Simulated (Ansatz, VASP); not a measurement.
**One calculation of Al, two programs**

```
Al
1.0
     2.73932    0.00000    0.00000
     0.00000    2.73932    0.00000
     0.00000    0.00000    2.73932
Al
1
Direct
  0.00000 0.00000 0.00000
```

Alike in both runs: functional RPBE; k mesh 12 × 12 × 12; occupations fermi-dirac, width 0.1 eV; no spin polarisation.

Ansatz relaxed the structure, and its values are those at the end. VASP's run is a single point on that final structure, the one shown.

|  | VASP | Ansatz |
| --- | --- | --- |
| version | VASP 6.6.1 | Ansatz 0.2.0 |
| potentials or method | VASP PAW PBE potentials, release 64 (Al), cutoff 520 eV | plane waves (420 eV) with PAW, scalar-relativistic |
| valence electrons in the cell | 3 | 3 |

```csv
,VASP,Ansatz,Ansatz less VASP
pressure (GPa),-0.1,0.0,+0.10
```

VASP's potentials were made for PBE, not for RPBE. With one functional, cell and mesh, what is left measures potentials, basis and numerics.
